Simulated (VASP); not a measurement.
# CdAu (P-6m2) in VASP: further runs, part 2 of 2

VASP 6.6.1.

### 3 Single point, LDA

This run uses another cell than the first one, of the same volume but with other edges.

File INCAR:

```
SYSTEM = CdAu
PREC     = Accurate       ! precision mode
ENCUT    = 520            ! plane-wave cutoff, eV
EDIFF    = 1E-6           ! SCF threshold, eV
ISMEAR   = 0              ! smearing method
SIGMA    = 0.15           ! smearing width, eV
LREAL    = .FALSE.        ! projectors in reciprocal space
LASPH    = .TRUE.         ! aspherical terms in the spheres
NELM     = 100            ! most SCF steps
ALGO     = Fast           ! electronic algorithm
ISIF     = 2              ! what is computed and relaxed
LWAVE    = .FALSE.        ! write WAVECAR
LCHARG   = .TRUE.         ! write CHGCAR
LELF     = .TRUE.         ! ELF
LVHAR    = .TRUE.       
NBANDS   = 18             ! bands
```

File KPOINTS:

```
Automatic mesh
0
G
  21 21 12
  0 0 0
```

File POSCAR:

```
CdAu
1.0
    2.9081138244      0.0000000000      0.0000000000
   -1.4540569122      2.5185004491      0.0000000000
    0.0000000000      0.0000000000      5.1959666257
Cd Au
1 1
Direct
    0.0000000000      0.0000000000      0.0000000000
    0.3333333333      0.6666666667      0.5000000000
```

Potentials or basis: VASP PAW LDA potentials, release 64 (Cd, Au).

The run is started by

```sh
$ cat potpaw_LDA.64/Cd/POTCAR potpaw_LDA.64/Au/POTCAR > POTCAR
$ mpirun -np 1 vasp_std > vasp.out
```

It took 3.4 min on 1 thread of Oxide Virtual Turin-like, shared host; peak memory 0.31 GiB.

The run converged. Its results:

| Quantity | Value |
| --- | --- |
| Free energy | -6.0443 eV |
| Pressure | -6.5 GPa |
| Band gap on the k mesh | zero (an odd number of electrons rules out a gap without spin polarisation) |

Stress tensor (GPa, compression positive):
```
 -4.61   0.00   0.00
  0.00  -4.61   0.00
  0.00   0.00 -10.35
```

Levels at points of the mesh, in eV from the Fermi level:
```
           k point  band 8  band 9  band 10  band 11  band 12  band 13  band 14  band 15  band 16  band 17
(0.00, 0.00, 0.00)   -4.34   -4.34    -2.92    -2.92    -2.23    -0.30    13.64    14.70    16.43    16.53
(0.00, 0.00, 0.50)   -5.04   -4.31    -4.31    -2.93    -2.93     6.48     7.20    14.81    15.33    16.73
```

Caveat: the stress differs along the axes, from -10 to -5 GPa; spin-orbit coupling is left out, which moves the levels of the heavy elements.

### 4 Single point, LDA

This run uses another cell than the first one, of the same volume but with other edges.

File INCAR:

```
SYSTEM = CdAu
ALGO = Fast
EDIFF = 1E-7
ENCUT = 520
ISIF = 2
ISMEAR = 0
LASPH = .True.
LCHARG = .False.
LREAL = .False.
LWAVE = .False.
NBANDS = 18
NELM = 80
PREC = Accurate
SIGMA = 0.15
```

File KPOINTS:

```
k-points
0
Gamma
  21 21 12
  0 0 0
```

File POSCAR:

```
CdAu
1.0
    3.1774291380      0.0000000000      0.0000000000
   -1.5887145690      2.7517343522      0.0000000000
    0.0000000000      0.0000000000      4.3524862428
Cd Au
1 1
Direct
    0.0000000000      0.0000000000      0.0000000000
    0.3333333333      0.6666666667      0.5000000000
```

The run is started by

```sh
$ cat potpaw_LDA.64/Cd/POTCAR potpaw_LDA.64/Au/POTCAR > POTCAR
$ mpirun -np 1 vasp_std > vasp.out
```

It took 3 min on 1 thread of Oxide Virtual Turin-like, shared host; peak memory 0.3 GiB.

The run converged. Its results:

- Free energy: -6.1473 eV
- Pressure: -4.8 GPa
- Band gap on the k mesh: zero (an odd number of electrons rules out a gap without spin polarisation)

Stress tensor (GPa, compression positive):
```
-5.35  0.00  0.00
 0.00 -5.35  0.00
 0.00  0.00 -3.67
```

Levels at points of the mesh, in eV from the Fermi level:
| k point | band 8 | band 9 | band 10 | band 11 | band 12 | band 13 | band 14 | band 15 | band 16 | band 17 |
| --- | --- | --- | --- | --- | --- | --- | --- | --- | --- | --- |
| (0.00, 0.00, 0.00) | -4.25 | -4.25 | -3.43 | -3.43 | -0.29 | 3.28 | 12.56 | 12.56 | 12.85 | 15.45 |
| (0.00, 0.00, 0.50) | -4.46 | -4.06 | -4.06 | -3.48 | -3.48 | 12.03 | 12.96 | 13.28 | 13.28 | 13.32 |

Caveat: the cell stands under tension; spin-orbit coupling is left out, which moves the levels of the heavy elements.

### 5 Single point, LDA

This run uses another cell than the first one, of the same volume but with other edges.

File INCAR:

```
PREC = Accurate
ENCUT = 520
EDIFF = 1E-6
ISMEAR = 0
SIGMA = 0.15
LREAL = F
LASPH = T
NELM = 80
ALGO = Fast
ISIF = 2
LWAVE = F
LCHARG = F
NBANDS = 18
```

File KPOINTS:

```
regular mesh
0
Gamma
  21 21 12
```

File POSCAR:

```
CdAu
1.0
    2.9936952475      0.0000000000      0.0000000000
   -1.4968476237      2.5926161355      0.0000000000
    0.0000000000      0.0000000000      4.9031364445
Cd Au
1 1
Direct
    0.0000000000      0.0000000000      0.0000000000
    0.3333333333      0.6666666667      0.5000000000
```

Potentials or basis: VASP PAW LDA potentials, release 64 (Cd, Au).

The run is started by

```sh
$ cat potpaw_LDA.64/Cd/POTCAR potpaw_LDA.64/Au/POTCAR > POTCAR
$ mpirun -np 1 vasp_std > vasp.out
```

OUTCAR:

```text
PREC = Accurate
   ENCUT = 520
   EDIFF = 1E-6
   ISMEAR = 0
   LREAL = F
   LASPH = T
   NELM = 80
   ISIF = 2

 ion  position               nearest neighbor table
   1  0.000  0.000  0.000-   2 3.00   2 3.00   2 3.00   2 3.00   2 3.00   2 3.00
   2  0.333  0.667  0.500-   1 3.00   1 3.00   1 3.00   1 3.00   1 3.00   1 3.00

  LATTYP: Found a hexagonal cell.
 ALAT       =     2.9936952475
 C/A-ratio  =     1.6378208332

  Lattice vectors:

 A1 = (   2.9936952475,   0.0000000000,   0.0000000000)
 A2 = (  -1.4968476237,   2.5926161355,   0.0000000000)
 A3 = (   0.0000000000,   0.0000000000,   4.9031364445)

Analysis of symmetry for initial positions (statically):
=====================================================================
 Subroutine PRICEL returns:
 Original cell was already a primitive cell.

 Routine SETGRP: Setting up the symmetry group for a
 hexagonal supercell.

 Subroutine GETGRP returns: Found 12 space group operations
 (whereof 12 operations were pure point group operations)
 out of a pool of 24 trial point group operations.

The static configuration has the point symmetry D_3h.

[... 154 lines left out ...]
 Free energy of the ion-electron system (eV)
  ---------------------------------------------------
  ext. energy  EPLUGINS =         0.00000000
  ---------------------------------------------------
  free energy    TOTEN  =        -6.11265189 eV

  energy without entropy =       -6.10379424  energy(sigma->0) =       -6.10822307

 E-fermi :   5.6806     XC(G=0): -12.2115

 val. band max:        5.6738930820   @ k =   0.2857   0.1429   0.2500
 cond. band min:       5.6831123381   @ k =   0.3333   0.2857   0.0833
 fundamental gap:      0.0092192561
 Fermi energy:         5.6805613901

 k-point     1 :       0.0000    0.0000    0.0000
  band No.  band energies     occupation
      1      -3.9571      2.00000
      2      -3.7251      2.00000
      3      -3.4246      2.00000
      4      -3.4246      2.00000
      5      -2.7878      2.00000
      6      -2.7878      2.00000
[... 481 lines left out ...]
      5      -2.9209      2.00000
      6      -1.9879      2.00000
[... 10 lines left out ...]
     17      19.7392      0.00000
     18      20.9370      0.00000

 [... further k-points ...]
[... 5 lines left out ...]
  --------------------------------------------------------------------------------------
  -------------------------------------------------------------------------------------
  Total       -1.5764619     -1.5764619     -2.4986339     -0.0000000     -0.0000000     -0.0000000
  in kB      -66.3703738    -66.3703738   -105.1945964     -0.0000000     -0.0000000     -0.0000000
  external PRESSURE =     -79.3117814 kB  Pullay stress =       0.0000000 kB

 VOLUME and BASIS-vectors are now :
 -----------------------------------------------------------------------------
  energy-cutoff  :      520.00
  volume of cell :       38.06
      direct lattice vectors                 reciprocal lattice vectors
     2.993695247  0.000000000  0.000000000     0.334035337  0.192855392  0.000000000
    -1.496847624  2.592616136  0.000000000     0.000000000  0.385710783  0.000000000
     0.000000000  0.000000000  4.903136445     0.000000000  0.000000000  0.203951085

 POSITION                                       TOTAL-FORCE (eV/Angst)
 -----------------------------------------------------------------------------------
      0.00000      0.00000      0.00000        -0.000000      0.000000      0.000000
     -0.00000      1.72841      2.45157         0.000000     -0.000000      0.000000
 -----------------------------------------------------------------------------------
    total drift:                                0.000000     -0.000000     -0.000000

  FREE ENERGIE OF THE ION-ELECTRON SYSTEM (eV)
  ---------------------------------------------------
  free  energy   TOTEN  =        -6.1126518940 eV

  energy  without entropy=       -6.1037942398  energy(sigma->0) =       -6.10822307
```

It took 1.9 min on 1 thread of Oxide Virtual Turin-like, shared host; peak memory 0.3 GiB.

What came out:

| Quantity | Value |
| --- | --- |
| Free energy | -6.1127 eV |
| Pressure | -7.9 GPa |
| Band gap on the k mesh | zero (an odd number of electrons rules out a gap without spin polarisation) |

Stress tensor (GPa, compression positive):
```
 -6.64   0.00   0.00
  0.00  -6.64   0.00
  0.00   0.00 -10.52
```

Caveat: the cell stands under tension; spin-orbit coupling is left out, which moves the levels of the heavy elements.

### 6 Overview

| cell | further INCAR settings | gap on the mesh (eV) | pressure (GPa) |
| --- | --- | --- | --- |
| a = 3.262, b = 3.262, c = 4.129 Å, angles 90.0, 90.0, 120.0°, 2 atoms | ALGO = Fast; EDIFF = 1e-07; NBANDS = 18 | none | -2.1 |
| a = 2.908, b = 2.908, c = 5.196 Å, angles 90.0, 90.0, 120.0°, 2 atoms | ALGO = Fast; EDIFF = 1e-06; NBANDS = 18 | none | -6.5 |
| a = 3.177, b = 3.177, c = 4.352 Å, angles 90.0, 90.0, 120.0°, 2 atoms | ALGO = Fast; EDIFF = 1e-07; NBANDS = 18 | none | -4.8 |
| a = 2.994, b = 2.994, c = 4.903 Å, angles 90.0, 90.0, 120.0°, 2 atoms | ALGO = Fast; EDIFF = 1e-06; NBANDS = 18 | none | -7.9 |

Alike in all rows: task single point; level LDA; potentials or basis VASP PAW LDA potentials, release 64 (Cd, Au); no spin polarisation; k mesh 21 × 21 × 12; cutoff (eV) 520; smearing gaussian 0.15 eV.

Caveats: spin-orbit coupling is left out, which moves the levels of the heavy elements; the cell stands under tension (at least some runs); the stress differs along the axes, from -10 to -5 GPa (at least some runs).

Absolute energies hang on the potentials; compare differences alone.

The gap in the log of VASP goes by the Fermi energy; the results here count the filled bands.